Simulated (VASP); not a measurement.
# TaAgBr3 (R3c) in VASP: notebook

The runs below take TaAgBr3 through single point, with PBE.

All numbers are computed with VASP 6.6.1; they aren't measurements. Logs are shortened: lines on timing, memory, paths and dates and some standing lists are left out, and cuts for length are marked.

## (1) The cell of the first run

Symmetry: R3c, No. 161, trigonal system. Conventional cell: a = 7.169 Å, b = 7.169 Å, c = 17.788 Å, α = 90.00°, β = 90.00°, γ = 120.00°. Within 3.3 Å of Ta (site symmetry 3) lie 6 Br at 2.52 to 2.63 Å. Within 3.3 Å of Br (site symmetry 1) lie 2 Ta at 2.52 to 2.63 Å and 1 Ag at 3.19 Å. Within 4.2 Å of Ag (site symmetry 3) lie 12 Br at 3.19 to 3.98 Å.

## (2) Single point, PBE

File INCAR:

```
SYSTEM = TaAgBr3
  PREC = Accurate
  ENCUT = 520
  EDIFF = 1E-7
  ISMEAR = -1
  SIGMA = 0.1
  LREAL = .False.
  LASPH = .True.
  NELM = 80
  ALGO = Normal
  ISIF = 2
  LWAVE = .False.
  LCHARG = .False.
  GGA = PE
  NBANDS = 54
```

File KPOINTS:

```
Automatic mesh
0
Gamma
  4 4 4
  0 0 0
```

File POSCAR:

```
TaAgBr3
1.0
    7.1692070000      0.0000000000      0.0000000000
   -3.5846040000      6.2087220000      0.0000000000
    0.0000000000     -4.1391440000      5.9292340000
Ta Br Ag
2 6 2
Direct
    0.0000000000      0.0000000000      0.0000000000
    0.5000000000      0.0000000000      0.5000000000
    0.8108000000      0.5117000000      0.7530000000
    0.2413000000      0.0521000000      0.7530000000
    0.7009000000      0.9422000000      0.7530000000
    0.7413000000      0.9422000000      0.2530000000
    0.2009000000      0.5117000000      0.2530000000
    0.3108000000      0.0521000000      0.2530000000
    0.2492000000      0.4984000000      0.7476000000
    0.7492000000      0.4984000000      0.2476000000
```

Potentials or basis: VASP PAW PBE potentials, release 64 (Ta_pv, Br, Ag).

On the command line:

```bash
$ cat potpaw_PBE.64/Ta_pv/POTCAR potpaw_PBE.64/Br/POTCAR potpaw_PBE.64/Ag/POTCAR > POTCAR
$ mpirun -np 1 vasp_std > vasp.out
```

OUTCAR:

```text
SYSTEM = TaAgBr3
   PREC = Accurate
   ENCUT = 520
   EDIFF = 1E-7
   ISMEAR = -1
   LREAL = .False.
   LASPH = .True.
   NELM = 80
   ISIF = 2
   GGA = PE

 ion  position               nearest neighbor table
   1  0.000  0.000  0.000-   5 2.52   4 2.52   3 2.52   8 2.63   6 2.63   7 2.63
   2  0.500  0.000  0.500-   6 2.52   8 2.52   7 2.52   4 2.63   5 2.63   3 2.63
   3  0.811  0.512  0.753-   1 2.52   2 2.63   9 3.19
   4  0.241  0.052  0.753-   1 2.52   2 2.63   9 3.19
   5  0.701  0.942  0.753-   1 2.52   2 2.63   9 3.19
   6  0.741  0.942  0.253-   2 2.52   1 2.63  10 3.19
   7  0.201  0.512  0.253-   2 2.52   1 2.63  10 3.19
   8  0.311  0.052  0.253-   2 2.52   1 2.63  10 3.19
   9  0.249  0.498  0.748-   3 3.19   5 3.19   4 3.19
  10  0.749  0.498  0.248-   7 3.19   8 3.19   6 3.19

  LATTYP: Found a trigonal (rhomboedric) cell.
 ALAT       =     7.2310687150
 COS(alpha) =     0.5085174542

  Lattice vectors:

 A1 = (  -3.5846040000,   2.0695780000,   5.9292340000)
 A2 = (   0.0000000000,  -4.1391440000,   5.9292340000)
 A3 = (   3.5846030000,   2.0695780000,   5.9292340000)

Analysis of symmetry for initial positions (statically):
=====================================================================
 Subroutine PRICEL returns:
 Original cell was already a primitive cell.

 Routine SETGRP: Setting up the symmetry group for a
 trigonal (rhombohedral) supercell.

 Subroutine GETGRP returns: Found  6 space group operations
 (whereof  3 operations were pure point group operations)
 out of a pool of 12 trial point group operations.

The static configuration has the point symmetry C_3 .
 The point group associated with its full space group is C_3v.

Analysis of symmetry for dynamics (positions and initial velocities):
=====================================================================
 Subroutine PRICEL returns:
 Original cell was already a primitive cell.

 Routine SETGRP: Setting up the symmetry group for a
 trigonal (rhombohedral) supercell.

 Subroutine GETGRP returns: Found  6 space group operations
 (whereof  3 operations were pure point group operations)
 out of a pool of 12 trial point group operations.

The dynamic configuration has the point symmetry C_3 .
 The point group associated with its full space group is C_3v.

 Subroutine INISYM returns: Found  6 space group operations
 (whereof  3 operations are pure point group operations),
 and found     1 'primitive' translations

----------------------------------------------------------------------------------------

                                     Primitive cell

  volume of cell :     263.9198

  direct lattice vectors                    reciprocal lattice vectors
     7.169207000  0.000000000  0.000000000     0.139485441  0.080531882  0.056218570
    -3.584604000  6.208722000  0.000000000     0.000000000  0.161063742  0.112437125
     0.000000000 -4.139144000  5.929234000     0.000000000  0.000000000  0.168655850

  length of vectors
     7.169207000  7.169212977  7.231066925     0.170593376  0.196427178  0.168655850

  position of ions in fractional coordinates (direct lattice)
     0.000000000  0.000000000  0.000000000
     0.500000000  0.000000000  0.500000000
     0.810800000  0.511700000  0.753000000
     0.241300000  0.052100000  0.753000000
     0.700900000  0.942200000  0.753000000
     0.741300000  0.942200000  0.253000000
     0.200900000  0.511700000  0.253000000
     0.310800000  0.052100000  0.253000000
     0.249200000  0.498400000  0.747600000
     0.749200000  0.498400000  0.247600000

  ion indices of the primitive-cell ions
   primitive index   ion index
                 1           1
                 2           2
                 3           3
                 4           4
                 5           5
                 6           6
                 7           7
                 8           8
                 9           9
                10          10

----------------------------------------------------------------------------------------

 KPOINTS: Automatic mesh

Automatic generation of k-mesh.
 Grid dimensions read from file:
 generate k-points for:    4    4    4

 Generating k-lattice:

  Cartesian coordinates                     Fractional coordinates (reciprocal lattice)
     0.034871360  0.020132971  0.014054643     0.250000000  0.000000000  0.000000000
     0.000000000  0.040265936  0.028109281     0.000000000  0.250000000  0.000000000
     0.000000000  0.000000000  0.042163962     0.000000000  0.000000000  0.250000000

  Length of vectors
     0.042648344  0.049106794  0.042163962

  Shift w.r.t. Gamma in fractional coordinates (k-lattice)
     0.000000000  0.000000000  0.000000000

 Subroutine IBZKPT returns following result:
 ===========================================

 Found     13 irreducible k-points:

 Following reciprocal coordinates:
            Coordinates               Weight
  0.000000  0.000000  0.000000      1.000000
  0.250000  0.000000  0.000000      6.000000
  0.500000  0.000000  0.000000      3.000000
  0.000000  0.250000  0.000000      6.000000
  0.250000  0.250000 -0.000000     12.000000
  0.500000  0.250000  0.000000      6.000000
  0.000000  0.500000  0.000000      3.000000
  0.000000  0.000000  0.250000      2.000000
  0.250000  0.000000  0.250000      6.000000
  0.500000  0.000000  0.250000      6.000000
  0.000000  0.250000  0.250000      6.000000
  0.250000  0.250000  0.250000      6.000000
  0.000000  0.000000  0.500000      1.000000
   k-points           NKPTS =     13   k-points in BZ     NKDIM =     13   number of bands    NBANDS=     54
   number of dos      NEDOS =    301   number of ions     NIONS =     10
   total plane-waves  NPLWV = 157464
   dimension x,y,z NGX =    54 NGY =   54 NGZ =   54
   dimension x,y,z NGXF=   108 NGYF=  108 NGZF=  108
   ions per type =               2   6   2
   NGX,Y,Z   is equivalent  to a cutoff of  12.52, 12.52, 12.41 a.u.
   NGXF,Y,Z  is equivalent  to a cutoff of  25.04, 25.04, 24.83 a.u.
 SYSTEM =  TaAgBr3
   PREC   = accura    normal or accurate (medium, high low for compatibility)
   ISTART =      0    job   : 0-new  1-cont  2-samecut
   ICHARG =      2    charge: 1-file 2-atom 10-const
   ISPIN  =      1    spin polarized calculation?
   LNONCOLLINEAR =      F non collinear calculations
   LSORBIT =      F    spin-orbit coupling
   LASPH  =      T    aspherical Exc in radial PAW
   ENCUT  =  520.0 eV  38.22 Ry    6.18 a.u.  13.33 13.33 13.44*2*pi/ulx,y,z
   NELM   =     80;   NELMIN=  2; NELMDL= -5     # of ELM steps
   EDIFF  = 0.1E-06   stopping-criterion for ELM
   LREAL  =      F    real-space projection
   EDIFFG = 0.1E-05   stopping-criterion for IOM
   NSW    =      0    number of steps for IOM
   IBRION =     -1    ionic relax: 0-MD 1-quasi-New 2-CG
   NFREE  =      0    steps in history (QN), initial steepest desc. (CG)
   ISIF   =      2    stress and relaxation
   ISYM   =      2    0-nonsym 1-usesym 2-fastsym
   POTIM  = 0.5000    time-step for ionic-motion
   TEBEG  =    0.0;   TEEND  =   0.0 temperature during run
   PSTRESS=    0.0 pullay stress
   NELECT =      86.0000    total number of electrons
   NUPDOWN=      -1.0000    fix difference up-down
   EMIN   =  10.00;   EMAX   =-10.00  energy-range for DOS
   EFERMI =   0.00;   METHOD = LEGACY
   ISMEAR =    -1;   SIGMA  =   0.10  broadening in eV -4-tet -1-fermi 0-gaus
   EFERMI_NEDOS =   21; number of points for ismear=-14 and -15
   IALGO  =     38    algorithm
   IMIX   =      4    mixing-type and parameters
     AMIX     =   0.40;   BMIX     =  1.00
     AMIX_MAG =   1.60;   BMIX_MAG =  1.00
  volume/ion in A,a.u.               =      26.39       178.10
  Fermi-wavevector in a.u.,A,eV,Ry     =   1.126550  2.128870 17.267346  1.269114
  Thomas-Fermi vector in A             =   2.263232
   LORBIT       =      0    0 simple, 1 ext, 2 COOP (PROOUT), +10 PAW based schemes
   GGA     = PE    functional components
   LHFCALC =     F    Hartree Fock is set to
   AEXX    =    0.0000 exact exchange contribution
   IVDW    =     0    specifies the selected vdW correction
   LEPSILON=     F    determine dielectric tensor
   LRPA    =     F    only Hartree local field effects (RPA)
 non-spin polarized calculation
  energy-cutoff  :      520.00
  volume of cell :      263.92
 maximum number of plane-waves:      7128
 NGX is ok and might be reduce to    54
   NGX = 27   NGY = 27   NGZ = 27

 number of electron      85.9999989 magnetization

 Free energy of the ion-electron system (eV)
  ---------------------------------------------------
  ext. energy  EPLUGINS =         0.00000000
  ---------------------------------------------------
  free energy    TOTEN  =       -38.23794075 eV

  energy without entropy =      -37.90569551  energy(sigma->0) =      -38.07181813

 E-fermi :   4.2079     XC(G=0):  -9.3717

 val. band max:        4.2019282500   @ k =   0.0000   0.0000   0.2500
 cond. band min:       4.2430324778   @ k =   0.0000   0.2500   0.2500
 fundamental gap:      0.0411042277
 Fermi energy:         4.2079456197

 k-point     1 :       0.0000    0.0000    0.0000
  band No.  band energies     occupation
      1     -31.6412      2.00000
      2     -31.6362      2.00000
      3     -31.6082      2.00000
      4     -31.6082      2.00000
      5     -31.6032      2.00000
      6     -31.6032      2.00000
[... 46 lines left out ...]
     53       8.5622      0.00000
     54       8.5622      0.00000

 k-point     2 :       0.2500    0.0000    0.0000
  band No.  band energies     occupation
      1     -31.6405      2.00000
      2     -31.6370      2.00000
      3     -31.6074      2.00000
      4     -31.6074      2.00000
      5     -31.6039      2.00000
      6     -31.6039      2.00000
[... 46 lines left out ...]
     53       8.0145      0.00000
     54       8.5344      0.00000
[... 568 lines left out ...]
     53       7.4535      0.00000
     54       7.4535      0.00000

 k-point    13 :       0.0000    0.0000    0.5000
  band No.  band energies     occupation
      1     -31.6387      2.00000
      2     -31.6387      2.00000
      3     -31.6057      2.00000
      4     -31.6057      2.00000
      5     -31.6057      2.00000
      6     -31.6057      2.00000
[... 46 lines left out ...]
     53       7.4705      0.00000
     54       7.4705      0.00000

------------------------ aborting loop because EDIFF is reached ----------------------------------------

  FORCE on cell =-STRESS in cart. coord.  units (eV):
  Direction    XX          YY          ZZ          XY          YZ          ZX
  --------------------------------------------------------------------------------------
  -------------------------------------------------------------------------------------
  Total        2.8667666      2.8667727      2.1173082     -0.0000002      0.0000014     -0.0000001
  in kB       17.4032756     17.4033127     12.8535396     -0.0000014      0.0000087     -0.0000007
  external PRESSURE =      15.8867093 kB  Pullay stress =       0.0000000 kB

 VOLUME and BASIS-vectors are now :
 -----------------------------------------------------------------------------
  energy-cutoff  :      520.00
  volume of cell :      263.92
      direct lattice vectors                 reciprocal lattice vectors
     7.169207000  0.000000000  0.000000000     0.139485441  0.080531882  0.056218570
    -3.584604000  6.208722000  0.000000000     0.000000000  0.161063742  0.112437125
     0.000000000 -4.139144000  5.929234000     0.000000000  0.000000000  0.168655850

 POSITION                                       TOTAL-FORCE (eV/Angst)
 -----------------------------------------------------------------------------------
      0.00000      0.00000      0.00000        -0.000000      0.000001      0.909200
      3.58460     -2.06957      2.96462        -0.000000      0.000001      0.909200
      3.97855      0.06023      4.46471         0.438465     -0.609734     -0.297577
      1.54317     -2.79330      4.46471         0.308812      0.684589     -0.297577
      1.64748      2.73308      4.46471        -0.747277     -0.074855     -0.297577
      1.93712      4.80265      1.50010         0.747277     -0.074855     -0.297577
     -0.39395      2.12980      1.50010        -0.438465     -0.609734     -0.297577
      2.04143     -0.72373      1.50010        -0.308812      0.684589     -0.297577
     -0.00000      0.00000      4.43270         0.000000     -0.000000     -0.016470
      3.58460      2.06957      1.46808         0.000000     -0.000000     -0.016470
 -----------------------------------------------------------------------------------
    total drift:                               -0.000000     -0.000006     -0.000137

  FREE ENERGIE OF THE ION-ELECTRON SYSTEM (eV)
  ---------------------------------------------------
  free  energy   TOTEN  =       -38.2379407468 eV

  energy  without entropy=      -37.9056955062  energy(sigma->0) =      -38.07181813
```

Run time: 2.5 min. Hardware: 1 thread of Intel Xeon Platinum 8488C (Sapphire Rapids), shared host; peak memory 0.46 GiB.

What came out:

```yaml
Free_energy: -38.2379 eV
Pressure: 1.6 GPa
Largest_force: 0.909 eV/Å
Band_gap_on_the_k_mesh: zero (bands 43 and 44 overlap by 0.96 eV)
```

Forces in eV/Å, atoms in the order of the input:
```
Ta   0.000  0.000  0.909
Ta   0.000  0.000  0.909
Br   0.438 -0.610 -0.298
Br   0.309  0.685 -0.298
Br  -0.747 -0.075 -0.298
Br   0.747 -0.075 -0.298
Br  -0.438 -0.610 -0.298
Br  -0.309  0.685 -0.298
Ag   0.000  0.000 -0.016
Ag   0.000  0.000 -0.016
```

Caveat: spin-orbit coupling is left out, which moves the levels of the heavy elements.

## (3) Single point, PBE

File INCAR:

```
ALGO = Normal
EDIFF = 1E-6
ENCUT = 520
GGA = PE
ISIF = 2
ISMEAR = -1
LASPH = True
LCHARG = False
LREAL = False
LWAVE = False
NBANDS = 54
NELM = 60
PREC = Accurate
SIGMA = 0.1
```

File KPOINTS:

```
k-points
0
Gamma
  4 4 4
```

POSCAR is that of step 2.

Potentials or basis: VASP PAW PBE potentials, release 64 (Ta_pv, Br, Ag).

On the command line:

```bash
$ cat potpaw_PBE.64/Ta_pv/POTCAR potpaw_PBE.64/Br/POTCAR potpaw_PBE.64/Ag/POTCAR > POTCAR
$ mpirun -np 1 vasp_std > vasp.out
```

OUTCAR:

```text
EDIFF = 1E-6
   ENCUT = 520
   GGA = PE
   ISIF = 2
   ISMEAR = -1
   LASPH = True
   LREAL = False
   NELM = 60
   PREC = Accurate

 ion  position               nearest neighbor table
   1  0.000  0.000  0.000-   5 2.52   4 2.52   3 2.52   8 2.63   6 2.63   7 2.63
   2  0.500  0.000  0.500-   6 2.52   8 2.52   7 2.52   4 2.63   5 2.63   3 2.63
   3  0.811  0.512  0.753-   1 2.52   2 2.63   9 3.19
   4  0.241  0.052  0.753-   1 2.52   2 2.63   9 3.19
   5  0.701  0.942  0.753-   1 2.52   2 2.63   9 3.19
[... 951 lines left out ...]
  in kB       17.4546930     17.4547302     12.9066429     -0.0000014      0.0000087     -0.0000007
  external PRESSURE =      15.9386887 kB  Pullay stress =       0.0000000 kB

 VOLUME and BASIS-vectors are now :
 -----------------------------------------------------------------------------
  energy-cutoff  :      520.00
  volume of cell :      263.92
      direct lattice vectors                 reciprocal lattice vectors
     7.169207000  0.000000000  0.000000000     0.139485441  0.080531882  0.056218570
    -3.584604000  6.208722000  0.000000000     0.000000000  0.161063742  0.112437125
     0.000000000 -4.139144000  5.929234000     0.000000000  0.000000000  0.168655850

 POSITION                                       TOTAL-FORCE (eV/Angst)
 -----------------------------------------------------------------------------------
      0.00000      0.00000      0.00000        -0.000000      0.000001      0.909217
      3.58460     -2.06957      2.96462        -0.000000      0.000001      0.909217
      3.97855      0.06023      4.46471         0.438505     -0.609734     -0.297593
      1.54317     -2.79330      4.46471         0.308792      0.684624     -0.297593
      1.64748      2.73308      4.46471        -0.747297     -0.074890     -0.297593
      1.93712      4.80265      1.50010         0.747297     -0.074890     -0.297593
     -0.39395      2.12980      1.50010        -0.438505     -0.609734     -0.297593
      2.04143     -0.72373      1.50010        -0.308792      0.684624     -0.297593
     -0.00000      0.00000      4.43270         0.000000     -0.000000     -0.016439
      3.58460      2.06957      1.46808         0.000000     -0.000000     -0.016439
 -----------------------------------------------------------------------------------
    total drift:                               -0.000000     -0.000006     -0.000406

  FREE ENERGIE OF THE ION-ELECTRON SYSTEM (eV)
  ---------------------------------------------------
  free  energy   TOTEN  =       -38.2379406245 eV

  energy  without entropy=      -37.9056935645  energy(sigma->0) =      -38.07181709
```

stdout:

```text
POSCAR found type information on POSCAR TaBrAg
 POSCAR found :  3 types and      10 ions
 scaLAPACK will be used
 LDA part: xc-table for (Slater+PW92), standard interpolation
 POSCAR, INCAR and KPOINTS ok, starting setup
 FFT: planning ... GRIDC
 FFT: planning ... GRID_SOFT
 FFT: planning ... GRID
 WAVECAR not read
 entering main loop
```

It took 2 min on 1 thread of Intel Xeon Platinum 8488C (Sapphire Rapids), shared host; peak memory 0.48 GiB.

What came out:

| Property | Result |
| --- | --- |
| Free energy | -38.2379 eV |
| Pressure | 1.6 GPa |
| Largest force | 0.909 eV/Å |
| Band gap on the k mesh | zero (bands 43 and 44 overlap by 0.96 eV) |

Forces in eV/Å, atoms in the order of the input:
```
Ta   0.000  0.000  0.909
Ta   0.000  0.000  0.909
Br   0.439 -0.610 -0.298
Br   0.309  0.685 -0.298
Br  -0.747 -0.075 -0.298
Br   0.747 -0.075 -0.298
Br  -0.439 -0.610 -0.298
Br  -0.309  0.685 -0.298
Ag   0.000  0.000 -0.016
Ag   0.000  0.000 -0.016
```

Levels at points of the mesh, in eV from the Fermi level:
| k point | band 40 | band 41 | band 42 | band 43 | band 44 | band 45 |
| --- | --- | --- | --- | --- | --- | --- |
| (0.00, 0.00, 0.00) | -3.03 | -1.11 | -1.09 | -1.09 | -0.76 | -0.37 |
| (0.50, 0.00, 0.00) | -3.25 | -0.41 | -0.41 | 0.06 | 0.06 | 0.23 |
| (0.00, 0.50, 0.00) | -3.14 | -1.11 | -0.16 | 0.14 | 0.30 | 0.47 |
| (0.00, 0.00, 0.50) | -3.30 | -0.37 | -0.37 | 0.21 | 0.21 | 0.21 |

Caveat: spin-orbit coupling is left out, which moves the levels of the heavy elements.
